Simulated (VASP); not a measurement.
MgO: single point with LDA

MgO:

```
Mg O
1.0
     4.16071    0.00000    0.00000
     0.00000   -4.16071    0.00000
     0.00000    0.00000   -4.16071
Mg O
4 4
Direct
  0.96465 0.03535 0.07499
  0.50000 0.50000 0.00000
  0.50000 0.00000 0.50000
  0.00000 0.50000 0.50000
  0.50000 0.00000 0.00000
  0.00000 0.50000 0.00000
  0.00000 0.00000 0.50000
  0.50000 0.50000 0.50000
```

This cell differs from its parent crystal: atom 1 (Mg) moved by -0.208 Å along [1 1 0] and -0.312 Å along [0 0 1].

```yaml
Program: VASP 6.6.1
Task: single point
Functional: LDA
Potentials_or_basis: VASP PAW LDA potentials, release 64 (Mg, O)
Cutoff: 520 eV
k_mesh: 6 × 6 × 6
Occupations: gaussian, width 0.05 eV
Spin: no spin polarisation
Dipole_correction: no
Further_INCAR_settings: ALGO = Normal; EDIFF = 1e-07; NBANDS = 26
```

| Property | Result |
| --- | --- |
| Pressure | 3.0 GPa |
| Largest force | 4.923 eV/Å |
| Band gap on the k mesh | 4.98 eV |

Forces in eV/Å, atoms in the order of the input:
```
Mg   1.351  1.351  4.538
Mg  -0.402 -0.402  0.268
Mg  -0.497  0.149 -0.896
Mg   0.149 -0.497 -0.896
O   -0.403 -0.202 -0.449
O   -0.202 -0.403 -0.449
O   -0.050 -0.050 -2.211
O    0.054  0.054  0.094
```

Stress tensor (GPa, compression positive):
```
 0.34 -0.09 -0.51
-0.09  0.34 -0.51
-0.51 -0.51  8.33
```

Levels at points of the mesh, in eV from the valence-band top:
```tsv
k point	band 14	band 15	band 16	band 17	band 18	band 19
(0.00, 0.00, 0.00)	-0.05	-0.04	0.00	4.98	8.78	8.99
(0.50, 0.00, 0.00)	-0.80	-0.78	-0.75	8.21	8.37	10.62
(0.00, 0.00, 0.50)	-0.89	-0.72	-0.68	8.05	8.41	10.49
(0.50, 0.50, 0.00)	-0.81	-0.68	-0.53	9.44	9.61	9.67
(0.00, 0.50, 0.50)	-0.73	-0.71	-0.59	9.34	9.54	9.72
(0.50, 0.50, 0.50)	-0.67	-0.61	-0.53	7.80	7.93	8.00
```

It took 84 s on 1 thread of AMD EPYC 7R13 Processor (Zen 3), with other jobs on the host, peak memory 0.19 GiB.

Caveat: the cell differs from its parent crystal (atom 1 (Mg) moved by -0.208 Å along [1 1 0] and -0.312 Å along [0 0 1]); the cell stands under pressure; forces of over 1 eV/Å act on the atoms, so gaps and moduli don't describe the material at rest.
